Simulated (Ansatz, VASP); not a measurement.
## TiO2: VASP beside Ansatz

The input INCAR:

```
SYSTEM = TiO2
ALGO = Normal ; EDIFF = 1E-8
ENCUT = 520 ; GGA = PE
ISIF = 2 ; ISMEAR = -1
LASPH = .TRUE. ; LCHARG = .FALSE.
LEFG = .TRUE. ; LREAL = .FALSE.
LWAVE = .FALSE. ; NBANDS = 33
NELM = 100 ; PREC = Accurate
SIGMA = 0.02
```

The input KPOINTS:

```
k-points
0
G
  7 7 10
  0 0 0
```

POSCAR

```
TiO2
1.0
    4.5940000000      0.0000000000      0.0000000000
    0.0000000000      4.5940000000      0.0000000000
    0.0000000000      0.0000000000      2.9590000000
Ti O
2 4
Direct
    0.0000000000      0.0000000000      0.0000000000
    0.5000000000      0.5000000000      0.5000000000
    0.3060000000      0.3060000000      0.0000000000
    0.1940000000      0.8060000000      0.5000000000
    0.6940000000      0.6940000000      0.0000000000
    0.8060000000      0.1940000000      0.5000000000
```

Input for Ansatz:

```yaml
crystal:
  lattice:
    - [4.594, 0.0, 0.0]
    - [0.0, 4.594, 0.0]
    - [0.0, 0.0, 2.959]
  atoms:
    - { symbol: Ti, position: [0.0, 0.0, 0.0] }
    - { symbol: Ti, position: [0.5, 0.5, 0.5] }
    - { symbol: O, position: [0.306, 0.306, 0.0] }
    - { symbol: O, position: [0.194, 0.806, 0.5] }
    - { symbol: O, position: [0.694, 0.694, 0.0] }
    - { symbol: O, position: [0.806, 0.194, 0.5] }
kpoints:
  mp_grid: { grid: [7, 7, 10] }
scf:
  occupations: { method: fermi_dirac, width: 0.02 }
hamiltonian:
  xc: pbe
  pseudopotentials: { kind: paw }
output:
  forces: true
  stress: true
  populations: true
  efg:
    quadrupole_moments_barn: { Ti: 0.247, O: -0.02558 }
    contact_densities: true
  write_density: true
  write_potential: true
  elf: true
  volumetric_format: npy
```

Alike in both runs: task electric field gradients; functional PBE; k mesh 7 × 7 × 10; occupations fermi-dirac, width 0.02 eV; no spin polarisation.

```csv
,VASP,Ansatz
version,VASP 6.6.1,Ansatz 0.2.0
potentials or method,"VASP PAW PBE potentials, release 64 (Ti_sv, O)","plane-wave PAW, scalar-relativistic"
plane-wave cutoff (eV),520,420
valence electrons in the cell,48,48
```

|  | VASP | Ansatz | Ansatz less VASP |
| --- | --- | --- | --- |
| gap on the k mesh at the Fermi level (eV) | 1.91 | 1.93 | +0.027 |
| pressure (GPa) | 6.1 | 5.4 | -0.70 |
| traceless stress, the component that is largest in VASP (GPa) | -0.32 | -0.56 | -0.238 |
| rms of the force components (eV/Å) | 0.124 | 0.110 | -0.0139 |
| size of Vzz on the site where it differs most (V/Å²) | 22.2 | 23.3 | +1.15 |

Atom by atom the forces differ by 0.014 eV/Å (rms over components). The functional is the same, so the differences come from potentials, cutoffs and numerics.
